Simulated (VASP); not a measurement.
Runs of VASP 6.6.1 on AlN. The structure is that of space group P6_3mc (No. 186), or close to it. The cells are those of the table. 

```tsv
task	level	potentials or basis	cell	smearing	gap on the mesh (eV)	pressure (GPa)
single point	r2SCAN	VASP PAW PBE potentials, release 64 (Al, N)	a = 3.111, b = 3.111, c = 5.011 Å, angles 90.0, 90.0, 120.0°, 4 atoms	gaussian 0.05 eV	4.86	-2.2
single point	LDA	VASP PAW LDA potentials, release 64 (Al, N)	a = 3.111, b = 3.111, c = 5.011 Å, angles 90.0, 90.0, 120.0°, 4 atoms	gaussian 0.05 eV	4.21	-5.0
single point	LDA	VASP PAW LDA potentials, release 64 (Al, N)	a = 3.111, b = 3.111, c = 5.011 Å, angles 90.0, 90.0, 120.0°, 4 atoms	gaussian 0.03 eV	4.21	-5.0
relaxation of the atoms	LDA	VASP PAW LDA potentials, release 64 (Al, N)	atoms relaxed from a = 3.111, b = 3.111, c = 5.011 Å, angles 90.0, 90.0, 120.0°, 4 atoms	gaussian 0.05 eV	4.21	-5.0
single point	PBE	VASP PAW PBE potentials, release 64 (Al, N)	a = 3.111, b = 3.111, c = 5.011 Å, angles 90.0, 90.0, 120.0°, 4 atoms	gaussian 0.03 eV	(a)	2.5
```

Alike in all rows: no spin polarisation; k mesh 8 × 8 × 5; cutoff (eV) 520.

Task: Estimate the missing entries.

Result: (a) 4.19.

Caveats: the PAW data sets were made with another functional, which shifts forces and pressure a little (some runs).

